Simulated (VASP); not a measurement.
# Pt (Fm-3m) in VASP: a series of runs, part 2 of 2

VASP 6.6.1. The steps go on from the part before.

**3. Single point, PBEsol, collinear spin (15.04 Å³/atom)**

Input file INCAR:

```
ALGO = Normal
EDIFF = 1E-6
ENCUT = 520
GGA = PS
ISIF = 2
ISMEAR = 0
ISPIN = 2
LASPH = True
LCHARG = False
LMAXMIX = 4
LORBIT = 11
LREAL = False
LWAVE = False
MAGMOM = 0.4
NBANDS = 15
NELM = 150
NUPDOWN = 0.4
PREC = Accurate
SIGMA = 0.15
```

Input file KPOINTS:

```
k-points
0
Gamma
  22 22 22
```

Input file POSCAR:

```
Pt
1.0
    0.0000000000      1.9589709028      1.9589709028
    1.9589709028      0.0000000000      1.9589709028
    1.9589709028      1.9589709028      0.0000000000
Pt
1
Direct
    0.0000000000      0.0000000000      0.0000000000
```

Potentials or basis: VASP PAW PBE potentials, release 64 (Pt).

On the command line:

```sh
> cat potpaw_PBE.64/Pt/POTCAR > POTCAR
> mpirun -np 1 vasp_std > vasp.out
```

OUTCAR:

```text
EDIFF = 1E-6
   ENCUT = 520
   GGA = PS
   ISIF = 2
   ISMEAR = 0
   ISPIN = 2
   LASPH = True
   LORBIT = 11
   LREAL = False
   NELM = 150
   NUPDOWN = 0.4
   PREC = Accurate

 ion  position               nearest neighbor table
   1  0.000  0.000  0.000-

  LATTYP: Found a face centered cubic cell.
 ALAT       =     3.9179418056

  Lattice vectors:

 A1 = (   0.0000000000,   1.9589709028,   1.9589709028)
 A2 = (   1.9589709028,   0.0000000000,   1.9589709028)
 A3 = (   1.9589709028,   1.9589709028,   0.0000000000)

Analysis of symmetry for initial positions (statically):
=====================================================================
 Subroutine PRICEL returns:
 Original cell was already a primitive cell.

 Routine SETGRP: Setting up the symmetry group for a
 face centered cubic supercell.

 Subroutine GETGRP returns: Found 48 space group operations
 (whereof 48 operations were pure point group operations)
 out of a pool of 48 trial point group operations.

The static configuration has the point symmetry O_h .

Analysis of symmetry for dynamics (positions and initial velocities):
=====================================================================
 Subroutine PRICEL returns:
 Original cell was already a primitive cell.

 Routine SETGRP: Setting up the symmetry group for a
 face centered cubic supercell.

 Subroutine GETGRP returns: Found 48 space group operations
 (whereof 48 operations were pure point group operations)
 out of a pool of 48 trial point group operations.

The dynamic configuration has the point symmetry O_h .

Analysis of structural, dynamic, and magnetic symmetry:
=====================================================================
 Subroutine PRICEL returns:
 Original cell was already a primitive cell.

 Routine SETGRP: Setting up the symmetry group for a
 face centered cubic supercell.

 Subroutine GETGRP returns: Found 48 space group operations
 (whereof 48 operations were pure point group operations)
 out of a pool of 48 trial point group operations.

The overall configuration has the point symmetry O_h .

 Subroutine INISYM returns: Found 48 space group operations
 (whereof 48 operations are pure point group operations),
 and found     1 'primitive' translations

----------------------------------------------------------------------------------------

                                     Primitive cell

  volume of cell :      15.0354

  direct lattice vectors                    reciprocal lattice vectors
     0.000000000  1.958970903  1.958970903    -0.255236052  0.255236052  0.255236052
     1.958970903  0.000000000  1.958970903     0.255236052 -0.255236052  0.255236052
     1.958970903  1.958970903  0.000000000     0.255236052  0.255236052 -0.255236052

  length of vectors
     2.770403219  2.770403219  2.770403219     0.442081811  0.442081811  0.442081811

  position of ions in fractional coordinates (direct lattice)
     0.000000000  0.000000000  0.000000000

  ion indices of the primitive-cell ions
   primitive index   ion index
                 1           1

----------------------------------------------------------------------------------------

 KPOINTS: k-points

Automatic generation of k-mesh.
 Grid dimensions read from file:
 generate k-points for:   22   22   22

 Generating k-lattice:
[... 65 lines left out ...]
   NSW    =      0    number of steps for IOM
   IBRION =     -1    ionic relax: 0-MD 1-quasi-New 2-CG
   NFREE  =      0    steps in history (QN), initial steepest desc. (CG)
   ISIF   =      2    stress and relaxation
   ISYM   =      2    0-nonsym 1-usesym 2-fastsym
   POTIM  = 0.5000    time-step for ionic-motion
   TEBEG  =    0.0;   TEEND  =   0.0 temperature during run
   PSTRESS=    0.0 pullay stress
   NELECT =      10.0000    total number of electrons
   NUPDOWN=       0.4000    fix difference up-down
   EMIN   =  10.00;   EMAX   =-10.00  energy-range for DOS
   EFERMI =   0.00;   METHOD = LEGACY
   ISMEAR =     0;   SIGMA  =   0.15  broadening in eV -4-tet -1-fermi 0-gaus
   EFERMI_NEDOS =   21; number of points for ismear=-14 and -15
   IALGO  =     38    algorithm
   IMIX   =      4    mixing-type and parameters
     AMIX     =   0.40;   BMIX     =  1.00
     AMIX_MAG =   1.60;   BMIX_MAG =  1.00
  volume/ion in A,a.u.               =      15.04       101.46
  Fermi-wavevector in a.u.,A,eV,Ry     =   1.429015  2.700447 27.784245  2.042084
  Thomas-Fermi vector in A             =   2.549015
   LORBIT       =     11    0 simple, 1 ext, 2 COOP (PROOUT), +10 PAW based schemes
   GGA     = PS    functional components
   LHFCALC =     F    Hartree Fock is set to
   AEXX    =    0.0000 exact exchange contribution
   IVDW    =     0    specifies the selected vdW correction
   LEPSILON=     F    determine dielectric tensor
   LRPA    =     F    only Hartree local field effects (RPA)
 spin polarized calculation
 Gauss-broadening in eV      SIGMA  =   0.15
  energy-cutoff  :      520.00
  volume of cell :       15.04
 maximum number of plane-waves:       419
 NGX is ok and might be reduce to    24
   NGX = 11   NGY = 11   NGZ = 11

 number of electron      10.0000000 magnetization       0.4000000

 Free energy of the ion-electron system (eV)
  ---------------------------------------------------
  ext. energy  EPLUGINS =         0.00000000
  ---------------------------------------------------
  free energy    TOTEN  =        -6.95776880 eV

  energy without entropy =       -6.94112010  energy(sigma->0) =       -6.94944445

 E-fermi :  11.0934     XC(G=0): -13.6450

 val. band max:       11.2717360703   @ k =   0.4091   0.1364   0.0000
 cond. band min:      11.0939463493   @ k =   0.4091   0.4091   0.0000
 fundamental gap:     -0.1777897209
 Fermi energy:        11.2913673014

 spin component 1

 k-point     1 :       0.0000    0.0000    0.0000
  band No.  band energies     occupation
      1       0.7906      1.00000
      2       7.2009      1.00000
      3       7.2009      1.00000
      4       7.2009      1.00000
      5       9.3995      1.00000
      6       9.3995      1.00000
      7      25.7445      0.00000
      8      30.7191      0.00000
      9      30.7191      0.00000
     10      30.7191      0.00000
     11      36.0511      0.00000
     12      43.2516      0.00000
     13      43.2883      0.00000
     14      43.2883      0.00000
[... 403 lines left out ...]
      4       9.8478      1.00000
      5      10.9580      0.99916
      6      11.6725      0.00016
      7      17.0942      0.00000
      8      25.4673      0.00000
      9      29.7871      0.00000
     10      30.2326      0.00000
     11      39.1518      0.00000
     12      39.5211      0.00000
     13      40.7563      0.00000
     14      43.6837      0.00000
     15      43.7550      0.00000

 [... further k-points ...]

 spin component 2

 k-point     1 :       0.0000    0.0000    0.0000
  band No.  band energies     occupation
      1       0.8593      1.00000
      2       7.4718      1.00000
      3       7.4718      1.00000
      4       7.4718      1.00000
      5       9.6464      1.00000
      6       9.6464      1.00000
      7      25.8009      0.00000
      8      30.7678      0.00000
      9      30.7678      0.00000
     10      30.7678      0.00000
     11      36.0527      0.00000
     12      43.3856      0.00000
     13      43.3856      0.00000
     14      43.3856      0.00000
[... 403 lines left out ...]
      4       9.9679      1.00000
      5      11.2509      0.06878
      6      11.8906      0.00000
      7      17.3129      0.00000
      8      25.5064      0.00000
      9      29.8826      0.00000
     10      30.3283      0.00000
     11      39.2234      0.00000
     12      39.5931      0.00000
     13      40.8374      0.00000
     14      44.0916      0.00000
     15      44.1720      0.00000

 [... further k-points ...]
[... 5 lines left out ...]
  --------------------------------------------------------------------------------------
  -------------------------------------------------------------------------------------
  Total        0.0476583      0.0476583      0.0476583      0.0000000      0.0000000      0.0000000
  in kB        5.0784971      5.0784971      5.0784971      0.0000000      0.0000000      0.0000000
  external PRESSURE =       5.0784971 kB  Pullay stress =       0.0000000 kB

 VOLUME and BASIS-vectors are now :
 -----------------------------------------------------------------------------
  energy-cutoff  :      520.00
  volume of cell :       15.04
      direct lattice vectors                 reciprocal lattice vectors
     0.000000000  1.958970903  1.958970903    -0.255236052  0.255236052  0.255236052
     1.958970903  0.000000000  1.958970903     0.255236052 -0.255236052  0.255236052
     1.958970903  1.958970903  0.000000000     0.255236052  0.255236052 -0.255236052

 POSITION                                       TOTAL-FORCE (eV/Angst)
 -----------------------------------------------------------------------------------
      0.00000      0.00000      0.00000        -0.000000      0.000000      0.000000
 -----------------------------------------------------------------------------------
    total drift:                               -0.000000      0.000000     -0.000000

  FREE ENERGIE OF THE ION-ELECTRON SYSTEM (eV)
  ---------------------------------------------------
  free  energy   TOTEN  =        -6.9577688042 eV

  energy  without entropy=       -6.9411200981  energy(sigma->0) =       -6.94944445

 total charge

# of ion       s       p       d       tot
------------------------------------------
    1        0.635   0.620   8.037   9.292

 magnetization (x)

# of ion       s       p       d       tot
------------------------------------------
    1       -0.000  -0.004   0.400   0.396
```

Run time: 46 s. Hardware: 1 thread of Intel Xeon 6975P-C (Granite Rapids), shared host; peak memory 0.23 GiB.

Results:

```yaml
Free_energy: -6.9578 eV
Pressure: 0.5 GPa
Net_moment: 0.40 μB per cell
Site_moments: Pt +0.40 μB
Valence_electrons_inside_the_program's_atomic_spheres: Pt 9.29
```

Caveat: the PAW data sets were made with another functional, which shifts forces and pressure a little; spin-orbit coupling is left out, which moves the levels of the heavy elements; the total moment is fixed, so each spin has its own Fermi level.

**4. Single point, PBEsol, collinear spin (15.04 Å³/atom)**

Input file INCAR:

```
PREC = Accurate ; ENCUT = 520
EDIFF = 1E-7 ; ISMEAR = 0
SIGMA = 0.15 ; LREAL = False
LASPH = True ; NELM = 150
ALGO = Normal ; ISIF = 2
LWAVE = False ; LCHARG = False
ISPIN = 2 ; MAGMOM = 0.2
LORBIT = 11 ; NUPDOWN = 0.2
LMAXMIX = 4 ; GGA = PS
NBANDS = 15
```

Input file KPOINTS:

```
regular mesh
0
Gamma
  22 22 22
```

POSCAR is that of step 3.

On the command line:

```sh
> cat potpaw_PBE.64/Pt/POTCAR > POTCAR
> mpirun -np 1 vasp_std > vasp.out
```

Run time: 50 s. Hardware: 1 thread of Intel Xeon 6975P-C (Granite Rapids), shared host; peak memory 0.24 GiB.

The run converged. Its results:

| Property | Result |
| --- | --- |
| Free energy | -6.9714 eV |
| Pressure | -0.1 GPa |
| Net moment | 0.20 μB per cell |
| Site moments | Pt +0.20 μB |
| Valence electrons inside the program's atomic spheres | Pt 9.29 |

Caveat: the PAW data sets were made with another functional, which shifts forces and pressure a little; spin-orbit coupling is left out, which moves the levels of the heavy elements; the total moment is fixed, so each spin has its own Fermi level.

**5. The runs side by side**

| fixed moment (μB) | pressure (GPa) | moment (μB) |
| --- | --- | --- |
| 0.5 | 1.0 | 0.50 |
| 0.4 | 0.5 | 0.40 |
| 0.2 | -0.1 | 0.20 |

Alike in all rows: task single point; level PBEsol; potentials or basis VASP PAW PBE potentials, release 64 (Pt); spin collinear; cell as given; k mesh 22 × 22 × 22; cutoff (eV) 520; smearing gaussian 0.15 eV.

Caveats: the PAW data sets were made with another functional, which shifts forces and pressure a little; spin-orbit coupling is left out, which moves the levels of the heavy elements; the total moment is fixed, so each spin has its own Fermi level.

Absolute energies hang on the potentials; compare differences alone.
